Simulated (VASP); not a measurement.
# K (Im-3m) in VASP: relaxation of cell and atoms with PBEsol

Aim: the relaxation of cell and atoms of K with PBEsol.

All numbers are computed with VASP 6.6.1; they aren't measurements. Logs are shortened: lines on timing, memory, paths and dates and some standing lists are left out, and cuts for length are marked.

## 1. The cell of the first run

It takes space group Im-3m (No. 229, cubic). Conventional cell: a = 5.225 Å, b = 5.225 Å, c = 5.225 Å, α = 90.00°, β = 90.00°, γ = 90.00°.

## 2. Relaxation of cell and atoms, PBEsol

File INCAR:

```
SYSTEM = K
  PREC = Accurate
  ENCUT = 500
  EDIFF = 1E-7
  ISMEAR = 0
  SIGMA = 0.02
  LREAL = .FALSE.
  LASPH = .TRUE.
  NELM = 120
  ALGO = Normal
  ISIF = 3
  LWAVE = .FALSE.
  LCHARG = .FALSE.
  GGA = PS
  IBRION = 2
  NSW = 80
  EDIFFG = -0.03
  GGA_COMPAT = .FALSE.
  NELMIN = 4
```

File KPOINTS:

```
Automatic mesh
0
G
  7 7 7
  0 0 0
```

File POSCAR:

```
K
1.0
   -2.6125000000      2.6125000000      2.6125000000
    2.6125000000     -2.6125000000      2.6125000000
    2.6125000000      2.6125000000     -2.6125000000
K
1
Direct
    0.0000000000      0.0000000000      0.0000000000
```

Potentials or basis: VASP PAW PBE potentials, release 64 (K_sv).

Launch:

```
$ cat potpaw_PBE.64/K_sv/POTCAR > POTCAR
$ mpirun -np 1 vasp_std > vasp.out
```

OUTCAR:

```text
SYSTEM = K
   PREC = Accurate
   ENCUT = 500
   EDIFF = 1E-7
   ISMEAR = 0
   LREAL = .FALSE.
   LASPH = .TRUE.
   NELM = 120
   ISIF = 3
   GGA = PS
   IBRION = 2
   NSW = 80
   EDIFFG = -0.03
   NELMIN = 4

 ion  position               nearest neighbor table
   1  0.000  0.000  0.000-

  LATTYP: Found a body centered cubic cell.
 ALAT       =     5.2250000000

  Lattice vectors:

 A1 = (  -2.6125000000,   2.6125000000,   2.6125000000)
 A2 = (   2.6125000000,  -2.6125000000,   2.6125000000)
 A3 = (   2.6125000000,   2.6125000000,  -2.6125000000)

Analysis of symmetry for initial positions (statically):
=====================================================================
 Subroutine PRICEL returns:
 Original cell was already a primitive cell.

 Routine SETGRP: Setting up the symmetry group for a
 body centered cubic supercell.

 Subroutine GETGRP returns: Found 48 space group operations
 (whereof 48 operations were pure point group operations)
 out of a pool of 48 trial point group operations.

The static configuration has the point symmetry O_h .

Analysis of symmetry for dynamics (positions and initial velocities):
=====================================================================
 Subroutine PRICEL returns:
 Original cell was already a primitive cell.

 Routine SETGRP: Setting up the symmetry group for a
 body centered cubic supercell.

 Subroutine GETGRP returns: Found 48 space group operations
 (whereof 48 operations were pure point group operations)
 out of a pool of 48 trial point group operations.

The dynamic configuration has the point symmetry O_h .

 Subroutine INISYM returns: Found 48 space group operations
 (whereof 48 operations are pure point group operations),
 and found     1 'primitive' translations

----------------------------------------------------------------------------------------

                                     Primitive cell

  volume of cell :      71.3229

  direct lattice vectors                    reciprocal lattice vectors
    -2.612500000  2.612500000  2.612500000     0.000000000  0.191387560  0.191387560
     2.612500000 -2.612500000  2.612500000     0.191387560  0.000000000  0.191387560
     2.612500000  2.612500000 -2.612500000     0.191387560  0.191387560  0.000000000

  length of vectors
     4.524982735  4.524982735  4.524982735     0.270662883  0.270662883  0.270662883

  position of ions in fractional coordinates (direct lattice)
     0.000000000  0.000000000  0.000000000

  ion indices of the primitive-cell ions
   primitive index   ion index
                 1           1

----------------------------------------------------------------------------------------

 KPOINTS: Automatic mesh

Automatic generation of k-mesh.
 Grid dimensions read from file:
 generate k-points for:    7    7    7

 Generating k-lattice:

  Cartesian coordinates                     Fractional coordinates (reciprocal lattice)
     0.000000000  0.027341080  0.027341080     0.142857143  0.000000000  0.000000000
     0.027341080  0.000000000  0.027341080     0.000000000  0.142857143  0.000000000
     0.027341080  0.027341080  0.000000000     0.000000000  0.000000000  0.142857143

  Length of vectors
     0.038666126  0.038666126  0.038666126

  Shift w.r.t. Gamma in fractional coordinates (k-lattice)
     0.000000000  0.000000000  0.000000000

 Subroutine IBZKPT returns following result:
 ===========================================

 Found     20 irreducible k-points:

 Following reciprocal coordinates:
            Coordinates               Weight
  0.000000  0.000000  0.000000      1.000000
  0.142857  0.000000  0.000000     12.000000
  0.285714  0.000000  0.000000     12.000000
  0.428571  0.000000  0.000000     12.000000
  0.142857  0.142857  0.000000     24.000000
  0.285714  0.142857  0.000000     48.000000
[... 12 lines left out ...]
 -0.428571 -0.428571  0.285714      8.000000
 -0.428571  0.428571  0.428571      6.000000
   k-points           NKPTS =     20   k-points in BZ     NKDIM =     20   number of bands    NBANDS=      8
   number of dos      NEDOS =    301   number of ions     NIONS =      1
   total plane-waves  NPLWV =  46656
   dimension x,y,z NGX =    36 NGY =   36 NGZ =   36
   dimension x,y,z NGXF=    72 NGYF=   72 NGZF=   72
   ions per type =               1
   NGX,Y,Z   is equivalent  to a cutoff of  13.23, 13.23, 13.23 a.u.
   NGXF,Y,Z  is equivalent  to a cutoff of  26.45, 26.45, 26.45 a.u.
 SYSTEM =  K
   PREC   = accura    normal or accurate (medium, high low for compatibility)
   ISTART =      0    job   : 0-new  1-cont  2-samecut
   ICHARG =      2    charge: 1-file 2-atom 10-const
   ISPIN  =      1    spin polarized calculation?
   LNONCOLLINEAR =      F non collinear calculations
   LSORBIT =      F    spin-orbit coupling
   LASPH  =      T    aspherical Exc in radial PAW
   ENCUT  =  500.0 eV  36.75 Ry    6.06 a.u.   8.25  8.25  8.25*2*pi/ulx,y,z
   NELM   =    120;   NELMIN=  4; NELMDL= -5     # of ELM steps
   EDIFF  = 0.1E-06   stopping-criterion for ELM
   LREAL  =      F    real-space projection
   EDIFFG = -.3E-01   stopping-criterion for IOM
   NSW    =     80    number of steps for IOM
   IBRION =      2    ionic relax: 0-MD 1-quasi-New 2-CG
   NFREE  =      1    steps in history (QN), initial steepest desc. (CG)
   ISIF   =      3    stress and relaxation
   ISYM   =      2    0-nonsym 1-usesym 2-fastsym
   POTIM  = 0.5000    time-step for ionic-motion
   TEBEG  =    0.0;   TEEND  =   0.0 temperature during run
   PSTRESS=    0.0 pullay stress
   NELECT =       9.0000    total number of electrons
   NUPDOWN=      -1.0000    fix difference up-down
   EMIN   =  10.00;   EMAX   =-10.00  energy-range for DOS
   EFERMI =   0.00;   METHOD = LEGACY
   ISMEAR =     0;   SIGMA  =   0.02  broadening in eV -4-tet -1-fermi 0-gaus
   EFERMI_NEDOS =   21; number of points for ismear=-14 and -15
   IALGO  =     38    algorithm
   IMIX   =      4    mixing-type and parameters
     AMIX     =   0.40;   BMIX     =  1.00
     AMIX_MAG =   1.60;   BMIX_MAG =  1.00
  volume/ion in A,a.u.               =      71.32       481.31
  Fermi-wavevector in a.u.,A,eV,Ry     =   0.821131  1.551714  9.173822  0.674257
  Thomas-Fermi vector in A             =   1.932236
   LORBIT       =      0    0 simple, 1 ext, 2 COOP (PROOUT), +10 PAW based schemes
   GGA     = PS    functional components
   LHFCALC =     F    Hartree Fock is set to
   AEXX    =    0.0000 exact exchange contribution
   IVDW    =     0    specifies the selected vdW correction
   LEPSILON=     F    determine dielectric tensor
   LRPA    =     F    only Hartree local field effects (RPA)
 conjugate gradient relaxation of ions
 non-spin polarized calculation
 Gauss-broadening in eV      SIGMA  =   0.02
  energy-cutoff  :      500.00
  volume of cell :       71.32
 maximum number of plane-waves:      1865
 NGX is ok and might be reduce to    36
   NGX = 17   NGY = 17   NGZ = 17

 number of electron       9.0000000 magnetization

 Free energy of the ion-electron system (eV)
  ---------------------------------------------------
  ext. energy  EPLUGINS =         0.00000000
  ---------------------------------------------------
  free energy    TOTEN  =        -1.13412453 eV

  energy without entropy =       -1.13346825  energy(sigma->0) =       -1.13379639

 E-fermi :  -0.1680     XC(G=0):  -5.7734

 val. band max:       -0.1795399872   @ k =  -0.2857   0.4286   0.1429
 cond. band min:       0.0234476520   @ k =  -0.4286   0.4286   0.1429
 fundamental gap:      0.2029876391
 Fermi energy:        -0.1680418314

 k-point     1 :       0.0000    0.0000    0.0000
  band No.  band energies     occupation
      1     -32.0748      2.00000
      2     -15.5822      2.00000
      3     -15.5822      2.00000
      4     -15.5822      2.00000
      5      -2.3032      2.00000
      6       4.2250      0.00000
      7       4.2250      0.00000
      8       4.2250      0.00000

 k-point     2 :       0.1429    0.0000    0.0000
  band No.  band energies     occupation
      1     -32.0739      2.00000
      2     -15.5968      2.00000
      3     -15.5871      2.00000
      4     -15.5822      2.00000
      5      -2.0447      2.00000
      6       3.7683      0.00000
      7       3.9239      0.00000
      8       4.4345      0.00000

 k-point     3 :       0.2857    0.0000    0.0000
  band No.  band energies     occupation
      1     -32.0719      2.00000
      2     -15.6294      2.00000
      3     -15.5979      2.00000
      4     -15.5822      2.00000
      5      -1.3046      2.00000
      6       2.5224      0.00000
      7       3.4228      0.00000
      8       5.0144      0.00000

 k-point     4 :       0.4286    0.0000    0.0000
  band No.  band energies     occupation
      1     -32.0702      2.00000
      2     -15.6550      2.00000
      3     -15.6066      2.00000
      4     -15.5821      2.00000
      5      -0.1925      1.91572
      6       1.1638      0.00000
      7       3.1137      0.00000
      8       4.8927      0.00000

 k-point     5 :       0.1429    0.1429    0.0000
  band No.  band energies     occupation
      1     -32.0724      2.00000
      2     -15.6191      2.00000
      3     -15.5928      2.00000
      4     -15.5856      2.00000
      5      -1.5447      2.00000
      6       3.0595      0.00000
      7       3.3617      0.00000
      8       4.7674      0.00000
[... 133 lines left out ...]
 k-point    18 :      -0.4286    0.4286    0.2857
  band No.  band energies     occupation
      1     -32.0679      2.00000
      2     -15.6428      2.00000
      3     -15.6245      2.00000
      4     -15.6164      2.00000
      5       0.5873      0.00000
      6       1.6579      0.00000
      7       3.1251      0.00000
      8       3.3205      0.00000

 k-point    19 :      -0.4286   -0.4286    0.2857
  band No.  band energies     occupation
      1     -32.0672      2.00000
      2     -15.6383      2.00000
      3     -15.6383      2.00000
      4     -15.6189      2.00000
      5       1.3453      0.00000
      6       1.3453      0.00000
      7       2.4642      0.00000
      8       3.9798      0.00000

 k-point    20 :      -0.4286    0.4286    0.4286
  band No.  band energies     occupation
      1     -32.0665      2.00000
      2     -15.6368      2.00000
      3     -15.6344      2.00000
      4     -15.6344      2.00000
      5       1.2581      0.00000
      6       1.6609      0.00000
      7       3.4187      0.00000
      8       3.4188      0.00000

------------------------ aborting loop because EDIFF is reached ----------------------------------------

  FORCE on cell =-STRESS in cart. coord.  units (eV):
  Direction    XX          YY          ZZ          XY          YZ          ZX
  --------------------------------------------------------------------------------------
  -------------------------------------------------------------------------------------
  Total       -0.0169903     -0.0169903     -0.0169903     -0.0000000     -0.0000000     -0.0000000
  in kB       -0.3816657     -0.3816657     -0.3816657     -0.0000000     -0.0000000     -0.0000000
  external PRESSURE =      -0.3816657 kB  Pullay stress =       0.0000000 kB

 VOLUME and BASIS-vectors are now :
 -----------------------------------------------------------------------------
  energy-cutoff  :      500.00
  volume of cell :       71.32
      direct lattice vectors                 reciprocal lattice vectors
    -2.612500000  2.612500000  2.612500000     0.000000000  0.191387560  0.191387560
     2.612500000 -2.612500000  2.612500000     0.191387560  0.000000000  0.191387560
     2.612500000  2.612500000 -2.612500000     0.191387560  0.191387560  0.000000000

 POSITION                                       TOTAL-FORCE (eV/Angst)
 -----------------------------------------------------------------------------------
      0.00000      0.00000      0.00000         0.000000      0.000000      0.000000
 -----------------------------------------------------------------------------------
    total drift:                               -0.000000      0.000000      0.000000

  FREE ENERGIE OF THE ION-ELECTRON SYSTEM (eV)
  ---------------------------------------------------
  free  energy   TOTEN  =        -1.1341245296 eV

  energy  without entropy=       -1.1334682548  energy(sigma->0) =       -1.13379639

 reached required accuracy - stopping structural energy minimisation
```

Run time: 23 s. Hardware: 1 thread of Intel Xeon 8259CL, shared host; peak memory 0.2 GiB.

What came out:

| Property | Result |
| --- | --- |
| Free energy | -1.1341 eV |
| Pressure after relaxing | 0.0 GPa |
| Band gap on the k mesh | zero (an odd number of electrons rules out a gap without spin polarisation) |

Final structure:
```
K
1.0
    -2.61250    2.61250    2.61250
     2.61250   -2.61250    2.61250
     2.61250    2.61250   -2.61250
K
1
Cartesian
  0.0000 0.0000 0.0000
```

Levels at points of the mesh, in eV from the Fermi level:
| k point | band 3 | band 4 | band 5 | band 6 | band 7 | band 8 |
| --- | --- | --- | --- | --- | --- | --- |
| (0.00, 0.00, 0.00) | -15.41 | -15.41 | -2.14 | 4.39 | 4.39 | 4.39 |

Caveat: the PAW data sets were made with another functional, which shifts forces and pressure a little.

The gap in the log of VASP goes by the Fermi energy; the results here count the filled bands.